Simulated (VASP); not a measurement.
# TePb (Fm-3m) in VASP: further runs

The runs below take TePb through single point, relaxation of cell and atoms, with LDA.

Everything below comes from runs of VASP 6.6.1. Logs are shortened: lines on timing, memory, paths and dates and some standing lists are left out, and cuts for length are marked.

**1. The cell of the first run**

The structure is cubic, space group Fm-3m (No. 225). The conventional cell has a = 6.151 Å, b = 6.151 Å, c = 6.151 Å, α = 90.00°, β = 90.00°, γ = 90.00°. Within 4.0 Å of Te (site symmetry m-3m) lie 6 Pb at 3.08 Å. Within 4.0 Å of Pb (site symmetry m-3m) lie 6 Te at 3.08 Å.

**2. Single point, LDA**

INCAR reads:

```
  PREC = Accurate
  ENCUT = 500
  EDIFF = 1E-6
  ISMEAR = 0
  SIGMA = 0.01
  LREAL = False
  LASPH = True
  NELM = 120
  ALGO = Normal
  ISIF = 2
  LWAVE = False
  LCHARG = True
  GGA = CA
  LELF = True
  LVHAR = True
  NBANDS = 17
  GGA_COMPAT = False
```

KPOINTS reads:

```
Automatic mesh
0
Gamma
  6 6 6
```

POSCAR reads:

```
TePb
1.0
    3.0755991709      3.0755991709      0.0000000000
   -3.0755991709      3.0755991709      0.0000000000
    0.0000000000      3.0755991709      3.0755991709
Te Pb
1 1
Direct
    0.5000000000      0.5000000000      0.0000000000
    0.0000000000      0.0000000000      0.0000000000
```

Potentials or basis: VASP PAW LDA potentials, release 64 (Te, Pb_d).

Run with:

```
$ cat potpaw_LDA.64/Te/POTCAR potpaw_LDA.64/Pb_d/POTCAR > POTCAR
$ mpirun -np 1 vasp_std > vasp.out
```

OUTCAR:

```text
PREC = Accurate
   ENCUT = 500
   EDIFF = 1E-6
   ISMEAR = 0
   LREAL = False
   LASPH = True
   NELM = 120
   ISIF = 2
   GGA = CA

 ion  position               nearest neighbor table
   1  0.500  0.500  0.000-   2 3.08   2 3.08   2 3.08   2 3.08   2 3.08   2 3.08
   2  0.000  0.000  0.000-   1 3.08   1 3.08   1 3.08   1 3.08   1 3.08   1 3.08

  LATTYP: Found a face centered cubic cell.
 ALAT       =     6.1511983418

  Lattice vectors:

 A1 = (   0.0000000000,   3.0755991709,   3.0755991709)
 A2 = (   3.0755991709,   0.0000000000,   3.0755991709)
 A3 = (   3.0755991709,   3.0755991709,   0.0000000000)

Analysis of symmetry for initial positions (statically):
=====================================================================
 Subroutine PRICEL returns:
 Original cell was already a primitive cell.

 Routine SETGRP: Setting up the symmetry group for a
 face centered cubic supercell.

 Subroutine GETGRP returns: Found 48 space group operations
 (whereof 48 operations were pure point group operations)
 out of a pool of 48 trial point group operations.

The static configuration has the point symmetry O_h .

Analysis of symmetry for dynamics (positions and initial velocities):
=====================================================================
 Subroutine PRICEL returns:
 Original cell was already a primitive cell.

 Routine SETGRP: Setting up the symmetry group for a
 face centered cubic supercell.

 Subroutine GETGRP returns: Found 48 space group operations
 (whereof 48 operations were pure point group operations)
 out of a pool of 48 trial point group operations.

The dynamic configuration has the point symmetry O_h .

 Subroutine INISYM returns: Found 48 space group operations
 (whereof 48 operations are pure point group operations),
 and found     1 'primitive' translations

----------------------------------------------------------------------------------------

                                     Primitive cell

  volume of cell :      58.1861

  direct lattice vectors                    reciprocal lattice vectors
     3.075599171  3.075599171  0.000000000     0.162569949  0.162569949 -0.162569949
    -3.075599171  3.075599171  0.000000000    -0.162569949  0.162569949 -0.162569949
     0.000000000  3.075599171  3.075599171     0.000000000  0.000000000  0.325139898

  length of vectors
     4.349554060  4.349554060  4.349554060     0.281579411  0.281579411  0.325139898

  position of ions in fractional coordinates (direct lattice)
     0.500000000  0.500000000  0.000000000
     0.000000000  0.000000000  0.000000000

  ion indices of the primitive-cell ions
[... 67 lines left out ...]
   LREAL  =      F    real-space projection
   EDIFFG = 0.1E-04   stopping-criterion for IOM
   NSW    =      0    number of steps for IOM
   IBRION =     -1    ionic relax: 0-MD 1-quasi-New 2-CG
   NFREE  =      0    steps in history (QN), initial steepest desc. (CG)
   ISIF   =      2    stress and relaxation
   ISYM   =      2    0-nonsym 1-usesym 2-fastsym
   POTIM  = 0.5000    time-step for ionic-motion
   TEBEG  =    0.0;   TEEND  =   0.0 temperature during run
   PSTRESS=    0.0 pullay stress
   NELECT =      20.0000    total number of electrons
   NUPDOWN=      -1.0000    fix difference up-down
   EMIN   =  10.00;   EMAX   =-10.00  energy-range for DOS
   EFERMI =   0.00;   METHOD = LEGACY
   ISMEAR =     0;   SIGMA  =   0.01  broadening in eV -4-tet -1-fermi 0-gaus
   EFERMI_NEDOS =   21; number of points for ismear=-14 and -15
   IALGO  =     38    algorithm
   IMIX   =      4    mixing-type and parameters
     AMIX     =   0.40;   BMIX     =  1.00
     AMIX_MAG =   1.60;   BMIX_MAG =  1.00
  volume/ion in A,a.u.               =      29.09       196.33
  Fermi-wavevector in a.u.,A,eV,Ry     =   1.146776  2.167092 17.892943  1.315094
  Thomas-Fermi vector in A             =   2.283458
   LORBIT       =      0    0 simple, 1 ext, 2 COOP (PROOUT), +10 PAW based schemes
   GGA     = CA    functional components
   LHFCALC =     F    Hartree Fock is set to
   AEXX    =    0.0000 exact exchange contribution
   IVDW    =     0    specifies the selected vdW correction
   LEPSILON=     F    determine dielectric tensor
   LRPA    =     F    only Hartree local field effects (RPA)
 non-spin polarized calculation
 Gauss-broadening in eV      SIGMA  =   0.01
  energy-cutoff  :      500.00
  volume of cell :       58.19
 maximum number of plane-waves:      1492
   NGX = 15   NGY = 15   NGZ = 15

 number of electron      19.9999995 magnetization

 Free energy of the ion-electron system (eV)
  ---------------------------------------------------
  ext. energy  EPLUGINS =         0.00000000
  ---------------------------------------------------
  free energy    TOTEN  =        -8.63620129 eV

  energy without entropy =       -8.63620129  energy(sigma->0) =       -8.63620129

 E-fermi :   7.6615     XC(G=0): -10.2381

 val. band max:        7.5661834343   @ k =   0.5000   0.0000   0.0000
 cond. band min:       7.8307586595   @ k =   0.5000   0.0000   0.0000
 fundamental gap:      0.2645752252
 Fermi energy:         7.6614641979

 k-point     1 :       0.0000    0.0000    0.0000
  band No.  band energies     occupation
      1      -9.5131      2.00000
      2      -9.5131      2.00000
      3      -9.4853      2.00000
      4      -9.4853      2.00000
      5      -9.4853      2.00000
      6      -5.9083      2.00000
[... 297 lines left out ...]
      4      -9.4553      2.00000
      5      -9.4369      2.00000
      6      -3.4494      2.00000
[... 9 lines left out ...]
     16      18.7358      0.00000
     17      19.1634      0.00000

------------------------ aborting loop because EDIFF is reached ----------------------------------------

  FORCE on cell =-STRESS in cart. coord.  units (eV):
  Direction    XX          YY          ZZ          XY          YZ          ZX
  --------------------------------------------------------------------------------------
  -------------------------------------------------------------------------------------
  Total        2.5801397      2.5801397      2.5801397      0.0000000      0.0000000     -0.0000000
  in kB       71.0451775     71.0451775     71.0451775      0.0000000      0.0000000     -0.0000000
  external PRESSURE =      71.0451775 kB  Pullay stress =       0.0000000 kB

 VOLUME and BASIS-vectors are now :
 -----------------------------------------------------------------------------
  energy-cutoff  :      500.00
  volume of cell :       58.19
      direct lattice vectors                 reciprocal lattice vectors
     3.075599171  3.075599171  0.000000000     0.162569949  0.162569949 -0.162569949
    -3.075599171  3.075599171  0.000000000    -0.162569949  0.162569949 -0.162569949
     0.000000000  3.075599171  3.075599171     0.000000000  0.000000000  0.325139898

 POSITION                                       TOTAL-FORCE (eV/Angst)
 -----------------------------------------------------------------------------------
      0.00000      3.07560      0.00000        -0.000000      0.000000      0.000000
      0.00000      0.00000      0.00000         0.000000     -0.000000      0.000000
 -----------------------------------------------------------------------------------
    total drift:                                0.000000     -0.000000     -0.000000

  FREE ENERGIE OF THE ION-ELECTRON SYSTEM (eV)
  ---------------------------------------------------
  free  energy   TOTEN  =        -8.6362012907 eV

  energy  without entropy=       -8.6362012907  energy(sigma->0) =       -8.63620129
```

OSZICAR:

```text
N       E                     dE             d eps       ncg     rms          rms(c)
DAV:   1     0.157081879052E+03    0.15708E+03   -0.89590E+03   544   0.114E+03
DAV:   2     0.182782339203E+01   -0.15525E+03   -0.14881E+03   553   0.309E+02
DAV:   3    -0.845537707806E+01   -0.10283E+02   -0.10217E+02   721   0.860E+01
DAV:   4    -0.871381598020E+01   -0.25844E+00   -0.25832E+00   679   0.151E+01
DAV:   5    -0.872589915023E+01   -0.12083E-01   -0.12083E-01   794   0.304E+00    0.502E+00
DAV:   6    -0.864565157408E+01    0.80248E-01   -0.14514E-01   807   0.324E+00    0.317E+00
DAV:   7    -0.863724542944E+01    0.84061E-02   -0.60709E-02   769   0.144E+00    0.838E-01
DAV:   8    -0.863618152007E+01    0.10639E-02   -0.81720E-03   698   0.881E-01    0.182E-01
DAV:   9    -0.863620980096E+01   -0.28281E-04   -0.60809E-04   755   0.252E-01    0.371E-02
DAV:  10    -0.863620107550E+01    0.87255E-05   -0.46179E-05   692   0.630E-02    0.196E-02
DAV:  11    -0.863620178033E+01   -0.70483E-06   -0.18567E-05   745   0.420E-02    0.167E-02
DAV:  12    -0.863620129072E+01    0.48961E-06   -0.19759E-06   491   0.120E-02
   1 F= -.86362013E+01 E0= -.86362013E+01  d E =-.390784E-43
```

stdout:

```text
POSCAR found type information on POSCAR TePb
 POSCAR found :  2 types and       2 ions
 scaLAPACK will be used
 LDA part: xc-table for (Slater(with rela. corr.)+CA(PZ))
 , standard interpolation
 POSCAR, INCAR and KPOINTS ok, starting setup
 FFT: planning ... GRIDC
 FFT: planning ... GRID_SOFT
 FFT: planning ... GRID
 WAVECAR not read
 entering main loop
```

Run time: 6.7 s. Hardware: 1 thread of Intel Xeon Platinum 8559C (Emerald Rapids), shared host; peak memory 0.15 GiB.

What came out:

- Free energy: -8.6362 eV
- Pressure: 7.1 GPa
- Band gap on the k mesh: 0.26 eV

Levels at points of the mesh, in eV from the valence-band top:
```csv
k point,band 6,band 7,band 8,band 9,band 10,band 11,band 12,band 13,band 14,band 15
"(0.00, 0.00, 0.00)",-13.47,-5.32,-2.02,-2.02,-2.02,4.06,4.06,4.06,5.35,5.35
"(0.50, 0.00, 0.00)",-11.61,-9.62,-1.41,-1.41,0.00,0.26,0.72,0.72,8.42,9.07
"(0.50, 0.50, 0.00)",-11.17,-7.70,-5.84,-3.80,-3.80,2.51,5.87,5.87,7.42,10.36
```

Caveat: the cell stands under pressure; spin-orbit coupling is left out, which moves the levels of the heavy elements. A k mesh can miss the band edges.

**3. Single point, LDA**

This run uses another cell than the first one, of 31.29 Å³/atom.

INCAR reads:

```
SYSTEM = TePb
ALGO = Normal ; EDIFF = 1E-6
ENCUT = 500 ; GGA = CA
GGA_COMPAT = .False. ; ISIF = 2
ISMEAR = 0 ; LASPH = .True.
LCHARG = .True. ; LELF = .True.
LREAL = .False. ; LVHAR = .True.
LWAVE = .False. ; NBANDS = 17
NELM = 120 ; PREC = Accurate
SIGMA = 0.01
```

KPOINTS reads:

```
k-points
0
Gamma
  6 6 6
  0 0 0
```

POSCAR reads:

```
TePb
1.0
    3.1510822584      3.1510822584      0.0000000000
   -3.1510822584      3.1510822584      0.0000000000
    0.0000000000      3.1510822584      3.1510822584
Te Pb
1 1
Direct
    0.5000000000      0.5000000000      0.0000000000
    0.0000000000      0.0000000000      0.0000000000
```

Potentials or basis: VASP PAW LDA potentials, release 64 (Te, Pb_d).

Run with:

```
$ cat potpaw_LDA.64/Te/POTCAR potpaw_LDA.64/Pb_d/POTCAR > POTCAR
$ mpirun -np 1 vasp_std > vasp.out
```

Run time: 8.5 s. Hardware: 1 thread of Intel Xeon Platinum 8559C (Emerald Rapids), shared host; peak memory 0.15 GiB.

The run converged. Its results:

| Quantity | Value |
| --- | --- |
| Free energy | -8.7593 eV |
| Pressure | 2.1 GPa |
| Band gap on the k mesh | 0.46 eV |

Levels at points of the mesh, in eV from the valence-band top:
```csv
k point,band 7,band 8,band 9,band 10,band 11,band 12,band 13,band 14
"(0.00, 0.00, 0.00)",-5.50,-1.67,-1.67,-1.67,4.04,4.04,4.04,5.58
"(0.50, 0.00, 0.00)",-9.09,-1.13,-1.13,0.00,0.46,0.98,0.98,8.36
"(0.50, 0.50, 0.00)",-7.51,-5.16,-3.28,-3.28,2.89,5.64,5.64,7.02
```

Caveat: spin-orbit coupling is left out, which moves the levels of the heavy elements.

**4. Single point, LDA**

This run uses another cell than the first one, of 34.02 Å³/atom.

INCAR reads:

```
ALGO = Normal
EDIFF = 1E-6
ENCUT = 500
GGA = CA
GGA_COMPAT = False
ISIF = 2
ISMEAR = 0
LASPH = True
LCHARG = False
LREAL = False
LWAVE = False
NBANDS = 17
NELM = 120
PREC = Accurate
SIGMA = 0.01
```

KPOINTS reads:

```
k-points
0
Gamma
  6 6 6
```

POSCAR reads:

```
TePb
1.0
    3.2400936655      3.2400936655      0.0000000000
   -3.2400936655      3.2400936655      0.0000000000
    0.0000000000      3.2400936655      3.2400936655
Te Pb
1 1
Direct
    0.5000000000      0.5000000000      0.0000000000
    0.0000000000      0.0000000000      0.0000000000
```

Run with:

```
$ cat potpaw_LDA.64/Te/POTCAR potpaw_LDA.64/Pb_d/POTCAR > POTCAR
$ mpirun -np 1 vasp_std > vasp.out
```

Wall time 8.7 s (1 thread of Intel Xeon Platinum 8559C (Emerald Rapids), shared host); peak memory 0.18 GiB.

The run converged. Its results:

* Free energy: -8.7574 eV
* Pressure: -2.0 GPa
* Band gap on the k mesh: 0.65 eV

Levels at points of the mesh, in eV from the valence-band top:
```tsv
k point	band 6	band 7	band 8	band 9	band 10	band 11	band 12	band 13	band 14	band 15
(0.00, 0.00, 0.00)	-11.98	-5.69	-1.31	-1.31	-1.31	3.98	3.98	3.98	5.80	5.80
(0.50, 0.00, 0.00)	-10.57	-8.59	-0.84	-0.84	0.00	0.65	1.23	1.23	8.29	9.16
(0.50, 0.50, 0.00)	-10.33	-7.34	-4.45	-2.76	-2.76	3.29	5.36	5.36	6.56	10.08
```

Caveat: spin-orbit coupling is left out, which moves the levels of the heavy elements.

[end of part 1 of 2]
